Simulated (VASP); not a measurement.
# CdSe (P6_3mc) in VASP: settings compared

The runs below take CdSe through single point, with PBE, r2SCAN.

All numbers are computed with VASP 6.6.1; they aren't measurements. Logs are shortened: lines on timing, memory, paths and dates and some standing lists are left out, and cuts for length are marked.

### 1 The cell of the first run

Symmetry: P6_3mc, No. 186, hexagonal system. The conventional cell has a = 4.297 Å, b = 4.297 Å, c = 7.006 Å, α = 90.00°, β = 90.00°, γ = 120.00°. Within 3.5 Å of Cd (site symmetry 3m) lie 4 Se at 2.63 Å. Se (site symmetry 3m) has 4 Cd at 2.63 Å within 3.5 Å.

### 2 Single point, PBE (strain -1.0%)

Input file INCAR:

```
SYSTEM = CdSe
PREC = Accurate ; ENCUT = 520
EDIFF = 1E-6 ; ISMEAR = -1
SIGMA = 0.02 ; LREAL = .False.
LASPH = .True. ; NELM = 60
ALGO = Normal ; ISIF = 2
LWAVE = .False. ; LCHARG = .False.
GGA = PE ; NBANDS = 26
```

Input file KPOINTS:

```
Automatic mesh
0
Gamma
  12 12 4
  0 0 0
```

Input file POSCAR:

```
CdSe
1.0
    4.2973164254      0.0000000000      0.0000000000
   -2.1486582127      3.7215851925      0.0000000000
    0.0000000000      0.0000000000      7.0058795255
Cd Se
2 2
Direct
    0.3333333333      0.6666666667     -0.0004760036
    0.6666666667      0.3333333333      0.4995239964
    0.3333333333      0.6666666667      0.3754760036
    0.6666666667      0.3333333333      0.8754760036
```

Potentials or basis: VASP PAW PBE potentials, release 64 (Cd, Se).

The run is started by

```bash
$ cat potpaw_PBE.64/Cd/POTCAR potpaw_PBE.64/Se/POTCAR > POTCAR
$ mpirun -np 1 vasp_std > vasp.out
```

OUTCAR:

```text
SYSTEM = CdSe
   PREC = Accurate
   ENCUT = 520
   EDIFF = 1E-6
   ISMEAR = -1
   LREAL = .False.
   LASPH = .True.
   NELM = 60
   ISIF = 2
   GGA = PE

 ion  position               nearest neighbor table
   1  0.333  0.667  1.000-   4 2.63   4 2.63   4 2.63   3 2.63
   2  0.667  0.333  0.500-   3 2.63   3 2.63   3 2.63   4 2.63
   3  0.333  0.667  0.375-   2 2.63   2 2.63   2 2.63   1 2.63
   4  0.667  0.333  0.875-   1 2.63   1 2.63   1 2.63   2 2.63

  LATTYP: Found a hexagonal cell.
 ALAT       =     4.2973164254
 C/A-ratio  =     1.6302917523

  Lattice vectors:

 A1 = (   4.2973164254,   0.0000000000,   0.0000000000)
 A2 = (  -2.1486582127,   3.7215851925,   0.0000000000)
 A3 = (   0.0000000000,   0.0000000000,   7.0058795255)

Analysis of symmetry for initial positions (statically):
=====================================================================
 Subroutine PRICEL returns:
 Original cell was already a primitive cell.

 Routine SETGRP: Setting up the symmetry group for a
 hexagonal supercell.

 Subroutine GETGRP returns: Found 12 space group operations
 (whereof  6 operations were pure point group operations)
 out of a pool of 24 trial point group operations.

The static configuration has the point symmetry C_3v.
 The point group associated with its full space group is C_6v.

Analysis of symmetry for dynamics (positions and initial velocities):
=====================================================================
 Subroutine PRICEL returns:
 Original cell was already a primitive cell.

 Routine SETGRP: Setting up the symmetry group for a
 hexagonal supercell.

 Subroutine GETGRP returns: Found 12 space group operations
 (whereof  6 operations were pure point group operations)
 out of a pool of 24 trial point group operations.

The dynamic configuration has the point symmetry C_3v.
 The point group associated with its full space group is C_6v.

 Subroutine INISYM returns: Found 12 space group operations
 (whereof  6 operations are pure point group operations),
 and found     1 'primitive' translations

----------------------------------------------------------------------------------------

                                     Primitive cell

  volume of cell :     112.0438

  direct lattice vectors                    reciprocal lattice vectors
     4.297316425  0.000000000  0.000000000     0.232703367  0.134351351  0.000000000
    -2.148658213  3.721585193  0.000000000     0.000000000  0.268702703  0.000000000
     0.000000000  0.000000000  7.005879526     0.000000000  0.000000000  0.142737253

  length of vectors
     4.297316425  4.297316425  7.005879526     0.268702703  0.268702703  0.142737253

  position of ions in fractional coordinates (direct lattice)
     0.333333333  0.666666667  0.999523996
     0.666666667  0.333333333  0.499523996
     0.333333333  0.666666667  0.375476004
     0.666666667  0.333333333  0.875476004

  ion indices of the primitive-cell ions
   primitive index   ion index
                 1           1
                 2           2
                 3           3
                 4           4

----------------------------------------------------------------------------------------

 KPOINTS: Automatic mesh

Automatic generation of k-mesh.
 Grid dimensions read from file:
 generate k-points for:   12   12    4

 Generating k-lattice:

  Cartesian coordinates                     Fractional coordinates (reciprocal lattice)
     0.019391947  0.011195946  0.000000000     0.083333333 -0.000000000  0.000000000
     0.000000000  0.022391892  0.000000000     0.000000000  0.083333333  0.000000000
     0.000000000  0.000000000  0.035684313     0.000000000  0.000000000  0.250000000

  Length of vectors
     0.022391892  0.022391892  0.035684313

  Shift w.r.t. Gamma in fractional coordinates (k-lattice)
     0.000000000  0.000000000  0.000000000

 Subroutine IBZKPT returns following result:
 ===========================================

 Found     57 irreducible k-points:

 Following reciprocal coordinates:
            Coordinates               Weight
  0.000000  0.000000  0.000000      1.000000
  0.083333 -0.000000  0.000000      6.000000
  0.166667 -0.000000  0.000000      6.000000
  0.250000 -0.000000  0.000000      6.000000
  0.333333 -0.000000  0.000000      6.000000
  0.416667 -0.000000  0.000000      6.000000
[... 16 lines left out ...]
  0.250000 -0.000000  0.250000     12.000000
  0.333333 -0.000000  0.250000     12.000000
 [... further k-points ...]
   k-points           NKPTS =     57   k-points in BZ     NKDIM =     57   number of bands    NBANDS=     26
   number of dos      NEDOS =    301   number of ions     NIONS =      4
   total plane-waves  NPLWV =  55296
   dimension x,y,z NGX =    32 NGY =   32 NGZ =   54
   dimension x,y,z NGXF=    64 NGYF=   64 NGZF=  108
   ions per type =               2   2
   NGX,Y,Z   is equivalent  to a cutoff of  12.38, 12.38, 12.81 a.u.
   NGXF,Y,Z  is equivalent  to a cutoff of  24.76, 24.76, 25.63 a.u.
 SYSTEM =  CdSe
   PREC   = accura    normal or accurate (medium, high low for compatibility)
   ISTART =      0    job   : 0-new  1-cont  2-samecut
   ICHARG =      2    charge: 1-file 2-atom 10-const
   ISPIN  =      1    spin polarized calculation?
   LNONCOLLINEAR =      F non collinear calculations
   LSORBIT =      F    spin-orbit coupling
   LASPH  =      T    aspherical Exc in radial PAW
   ENCUT  =  520.0 eV  38.22 Ry    6.18 a.u.   7.99  7.99 13.03*2*pi/ulx,y,z
   NELM   =     60;   NELMIN=  2; NELMDL= -5     # of ELM steps
   EDIFF  = 0.1E-05   stopping-criterion for ELM
   LREAL  =      F    real-space projection
   EDIFFG = 0.1E-04   stopping-criterion for IOM
   NSW    =      0    number of steps for IOM
   IBRION =     -1    ionic relax: 0-MD 1-quasi-New 2-CG
   NFREE  =      0    steps in history (QN), initial steepest desc. (CG)
   ISIF   =      2    stress and relaxation
   ISYM   =      2    0-nonsym 1-usesym 2-fastsym
   POTIM  = 0.5000    time-step for ionic-motion
   TEBEG  =    0.0;   TEEND  =   0.0 temperature during run
   PSTRESS=    0.0 pullay stress
   NELECT =      36.0000    total number of electrons
   NUPDOWN=      -1.0000    fix difference up-down
   EMIN   =  10.00;   EMAX   =-10.00  energy-range for DOS
   EFERMI =   0.00;   METHOD = LEGACY
   ISMEAR =    -1;   SIGMA  =   0.02  broadening in eV -4-tet -1-fermi 0-gaus
   EFERMI_NEDOS =   21; number of points for ismear=-14 and -15
   IALGO  =     38    algorithm
   IMIX   =      4    mixing-type and parameters
     AMIX     =   0.40;   BMIX     =  1.00
     AMIX_MAG =   1.60;   BMIX_MAG =  1.00
  volume/ion in A,a.u.               =      28.01       189.03
  Fermi-wavevector in a.u.,A,eV,Ry     =   1.121277  2.118907 17.106097  1.257263
  Thomas-Fermi vector in A             =   2.257930
   LORBIT       =      0    0 simple, 1 ext, 2 COOP (PROOUT), +10 PAW based schemes
   GGA     = PE    functional components
   LHFCALC =     F    Hartree Fock is set to
   AEXX    =    0.0000 exact exchange contribution
   IVDW    =     0    specifies the selected vdW correction
   LEPSILON=     F    determine dielectric tensor
   LRPA    =     F    only Hartree local field effects (RPA)
 non-spin polarized calculation
  energy-cutoff  :      520.00
  volume of cell :      112.04
 maximum number of plane-waves:      3042
 NGX is ok and might be reduce to    32
   NGX = 15   NGY = 15   NGZ = 27

 number of electron      35.9999997 magnetization

 Free energy of the ion-electron system (eV)
  ---------------------------------------------------
  ext. energy  EPLUGINS =         0.00000000
  ---------------------------------------------------
  free energy    TOTEN  =       -10.91864620 eV

  energy without entropy =      -10.91864620  energy(sigma->0) =      -10.91864620

 E-fermi :   1.3300     XC(G=0):  -8.8989

 val. band max:        0.9777487074   @ k =   0.0000   0.0000   0.0000
 cond. band min:       1.6554744468   @ k =   0.0000   0.0000   0.0000
 fundamental gap:      0.6777257394
 Fermi energy:         1.3300098404

 k-point     1 :       0.0000    0.0000    0.0000
  band No.  band energies     occupation
      1     -11.6457      2.00000
      2     -11.2639      2.00000
      3      -6.9618      2.00000
      4      -6.9558      2.00000
      5      -6.9558      2.00000
      6      -6.8871      2.00000
[... 18 lines left out ...]
     25       8.0039      0.00000
     26       8.7198      0.00000

 k-point     2 :       0.0833   -0.0000    0.0000
  band No.  band energies     occupation
      1     -11.6237      2.00000
      2     -11.2538      2.00000
      3      -6.9559      2.00000
      4      -6.9477      2.00000
      5      -6.9386      2.00000
      6      -6.8777      2.00000
[... 18 lines left out ...]
     25       8.1721      0.00000
     26       8.5800      0.00000

 k-point     3 :       0.1667   -0.0000    0.0000
  band No.  band energies     occupation
      1     -11.5624      2.00000
      2     -11.2268      2.00000
      3      -6.9361      2.00000
      4      -6.9267      2.00000
      5      -6.8913      2.00000
      6      -6.8480      2.00000
[... 18 lines left out ...]
     25       8.2645      0.00000
     26       8.6365      0.00000

 k-point     4 :       0.2500   -0.0000    0.0000
  band No.  band energies     occupation
      1     -11.4747      2.00000
      2     -11.1928      2.00000
      3      -6.9119      2.00000
      4      -6.9013      2.00000
      5      -6.8260      2.00000
      6      -6.8045      2.00000
[... 18 lines left out ...]
     25       8.4286      0.00000
     26       8.9633      0.00000
[... 496 lines left out ...]
      1     -11.5120      2.00000
      2     -11.2742      2.00000
      3      -6.9204      2.00000
      4      -6.9165      2.00000
      5      -6.8744      2.00000
      6      -6.8594      2.00000
[... 18 lines left out ...]
     25       8.3149      0.00000
     26       8.3272      0.00000

 k-point    23 :       0.2500   -0.0000    0.2500
  band No.  band energies     occupation
      1     -11.4314      2.00000
      2     -11.2315      2.00000
      3      -6.8999      2.00000
      4      -6.8879      2.00000
      5      -6.8361      2.00000
      6      -6.8193      2.00000
[... 18 lines left out ...]
     25       8.3965      0.00000
     26       8.9553      0.00000

 k-point    24 :       0.3333   -0.0000    0.2500
  band No.  band energies     occupation
      1     -11.3461      2.00000
      2     -11.1927      2.00000
      3      -6.8851      2.00000
      4      -6.8635      2.00000
      5      -6.8021      2.00000
      6      -6.7804      2.00000
[... 18 lines left out ...]
     25       8.5229      0.00000
     26       9.6255      0.00000

 [... further k-points ...]
[... 5 lines left out ...]
  --------------------------------------------------------------------------------------
  -------------------------------------------------------------------------------------
  Total        2.3750949      2.3750949      2.4332234      0.0000000      0.0000000      0.0000000
  in kB       33.9628076     33.9628076     34.7940201      0.0000000      0.0000000      0.0000000
  external PRESSURE =      34.2398784 kB  Pullay stress =       0.0000000 kB

 VOLUME and BASIS-vectors are now :
 -----------------------------------------------------------------------------
  energy-cutoff  :      520.00
  volume of cell :      112.04
      direct lattice vectors                 reciprocal lattice vectors
     4.297316425  0.000000000  0.000000000     0.232703367  0.134351351  0.000000000
    -2.148658213  3.721585193  0.000000000     0.000000000  0.268702703  0.000000000
     0.000000000  0.000000000  7.005879526     0.000000000  0.000000000  0.142737253

 POSITION                                       TOTAL-FORCE (eV/Angst)
 -----------------------------------------------------------------------------------
     -0.00000      2.48106      7.00254         0.000000      0.000000      0.004134
      2.14866      1.24053      3.49960        -0.000000     -0.000000      0.004134
     -0.00000      2.48106      2.63054         0.000000      0.000000     -0.004134
      2.14866      1.24053      6.13348        -0.000000     -0.000000     -0.004134
 -----------------------------------------------------------------------------------
    total drift:                               -0.000000     -0.000000      0.000248

  FREE ENERGIE OF THE ION-ELECTRON SYSTEM (eV)
  ---------------------------------------------------
  free  energy   TOTEN  =       -10.9186461965 eV

  energy  without entropy=      -10.9186461963  energy(sigma->0) =      -10.91864620
```

Wall time 69 s (1 thread of AMD EPYC 9R45 (Zen 5), shared host); peak memory 0.28 GiB.

Results:

```yaml
Free_energy: -10.9186 eV
Pressure: 3.4 GPa
Largest_force: 0.004 eV/Å
Band_gap_on_the_k_mesh: 0.68 eV
```

Forces on the atoms (eV/Å):
```
Cd   0.000  0.000  0.004
Cd   0.000  0.000  0.004
Se   0.000  0.000 -0.004
Se   0.000  0.000 -0.004
```

Stress tensor (GPa, compression positive):
```
3.40 0.00 0.00
0.00 3.40 0.00
0.00 0.00 3.48
```

Caveat: the cell differs from its parent crystal (strain -1.0%); the cell stands under pressure; semilocal functionals underestimate gaps, and a narrow one can read as zero.

### 3 Single point, PBE

This run uses another cell than the first one, of 28.87 Å³/atom.

Input file INCAR:

```
  PREC = Accurate
  ENCUT = 520
  EDIFF = 1E-7
  ISMEAR = -1
  SIGMA = 0.02
  LREAL = F
  LASPH = T
  NELM = 100
  ALGO = Normal
  ISIF = 2
  LWAVE = F
  LCHARG = F
  GGA = PE
  NBANDS = 26
```

Input file KPOINTS:

```
Automatic mesh
0
Gamma
  12 12 4
```

Input file POSCAR:

```
CdSe
1.0
    4.3407236620      0.0000000000      0.0000000000
   -2.1703618310      3.7591769621      0.0000000000
    0.0000000000      0.0000000000      7.0766459854
Cd Se
2 2
Direct
    0.3333333333      0.6666666667     -0.0004760036
    0.6666666667      0.3333333333      0.4995239964
    0.3333333333      0.6666666667      0.3754760036
    0.6666666667      0.3333333333      0.8754760036
```

Potentials or basis: VASP PAW PBE potentials, release 64 (Cd, Se).

The run is started by

```bash
$ cat potpaw_PBE.64/Cd/POTCAR potpaw_PBE.64/Se/POTCAR > POTCAR
$ mpirun -np 1 vasp_std > vasp.out
```

It took 66 s on 1 thread of AMD EPYC 9R45 (Zen 5), shared host; peak memory 0.28 GiB.

It converged, with:

```
Free energy            : -10.9736 eV
Pressure               : 1.7 GPa
Band gap on the k mesh : 0.61 eV
```

Levels at points of the mesh, in eV from the valence-band top:
```
           k point  band 15  band 16  band 17  band 18  band 19  band 20  band 21  band 22
(0.00, 0.00, 0.00)    -0.73    -0.04     0.00     0.00     0.61     2.17     5.86     5.86
(0.50, 0.00, 0.00)    -2.55    -1.77    -1.27    -0.72     3.16     3.33     4.78     6.06
(0.00, 0.00, 0.50)    -0.38    -0.38    -0.38    -0.38     2.32     2.32     5.82     5.82
(0.50, 0.00, 0.50)    -1.30    -1.30    -1.29    -1.29     2.92     2.92     4.84     4.84
```

Caveat: semilocal functionals underestimate gaps, and a narrow one can read as zero.

### 4 Single point, PBE (epitaxial xy strain +0.5%)

Input file INCAR:

```
SYSTEM = CdSe
PREC = Accurate ; ENCUT = 520
EDIFF = 1E-7 ; ISMEAR = -1
SIGMA = 0.02 ; LREAL = .FALSE.
LASPH = .TRUE. ; NELM = 100
ALGO = Normal ; ISIF = 2
LWAVE = .FALSE. ; LCHARG = .TRUE.
GGA = PE ; LELF = .TRUE.
LVHAR = .TRUE. ; NBANDS = 26
```

Input file KPOINTS:

```
Automatic mesh
0
G
  12 12 4
  0 0 0
```

Input file POSCAR:

```
CdSe
1.0
    4.3624272803      0.0000000000      0.0000000000
   -2.1812136401      3.7779728469      0.0000000000
    0.0000000000      0.0000000000      7.0444271027
Cd Se
2 2
Direct
    0.3333333333      0.6666666667     -0.0015225080
    0.6666666667      0.3333333333      0.4984774920
    0.3333333333      0.6666666667      0.3765225080
    0.6666666667      0.3333333333      0.8765225080
```

The run is started by

```bash
$ cat potpaw_PBE.64/Cd/POTCAR potpaw_PBE.64/Se/POTCAR > POTCAR
$ mpirun -np 1 vasp_std > vasp.out
```

It took 68 s on 1 thread of AMD EPYC 9R45 (Zen 5), shared host; peak memory 0.28 GiB.

It converged, with:

```
Free energy            : -10.9786 eV
Pressure               : 1.5 GPa
Band gap on the k mesh : 0.61 eV
```

Stress tensor (GPa, compression positive):
```
1.30 0.00 0.00
0.00 1.30 0.00
0.00 0.00 1.76
```

Levels at points of the mesh, in eV from the valence-band top:
| k point | band 14 | band 15 | band 16 | band 17 | band 18 | band 19 | band 20 | band 21 | band 22 | band 23 |
| --- | --- | --- | --- | --- | --- | --- | --- | --- | --- | --- |
| (0.00, 0.00, 0.00) | -0.73 | -0.73 | 0.00 | 0.00 | 0.00 | 0.61 | 2.11 | 5.83 | 5.83 | 6.24 |
| (0.50, 0.00, 0.00) | -3.50 | -2.50 | -1.77 | -1.23 | -0.71 | 3.18 | 3.30 | 4.84 | 6.11 | 6.48 |
| (0.00, 0.00, 0.50) | -2.54 | -0.38 | -0.38 | -0.38 | -0.38 | 2.30 | 2.30 | 5.84 | 5.84 | 6.22 |
| (0.50, 0.00, 0.50) | -4.05 | -1.28 | -1.28 | -1.24 | -1.24 | 2.95 | 2.95 | 4.85 | 4.85 | 7.66 |

Caveat: the cell differs from its parent crystal (epitaxial xy strain +0.5%); semilocal functionals underestimate gaps, and a narrow one can read as zero.

[end of part 1 of 2]
